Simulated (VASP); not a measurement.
Si62B (a cell with a defect), 63 atoms in the cell. The cell holds a defect, 63 atoms: a = 10.860 Å, b = 10.860 Å, c = 10.860 Å, α = 90.00°, β = 90.00°, γ = 90.00°. 

* Program: VASP 6.6.1
* Task: single point
* Functional: LDA
* Potentials or basis: VASP PAW LDA potentials, release 64 (Si, B)
* Cutoff: 520 eV
* k mesh: 1 × 1 × 1
* Occupations: fermi-dirac, width 0.05 eV
* Spin: collinear spin, zero start
* Dipole correction: no
* Charge: -2
* Further INCAR settings: LREAL = Auto; ALGO = Normal; EDIFF = 1e-07; NBANDS = 166; NELECT = 253.0

Potentials or basis: VASP PAW LDA potentials, release 64 (Si, B).

Run with:

```bash
$ cat potpaw_LDA.64/Si/POTCAR potpaw_LDA.64/B/POTCAR > POTCAR
$ mpirun -np 1 vasp_gam > vasp.out
```

Hardware: 1 thread of Intel(R) Xeon(R) 6975P-C (Granite Rapids), with other jobs on the host.

**Question.** How long does it take, and how much memory?

**Answer.** Run time: 6.1 min on 1 thread of Intel(R) Xeon(R) 6975P-C (Granite Rapids), with other jobs on the host, peak memory 0.92 GiB. Counts: scf iterations 17, k points 1.
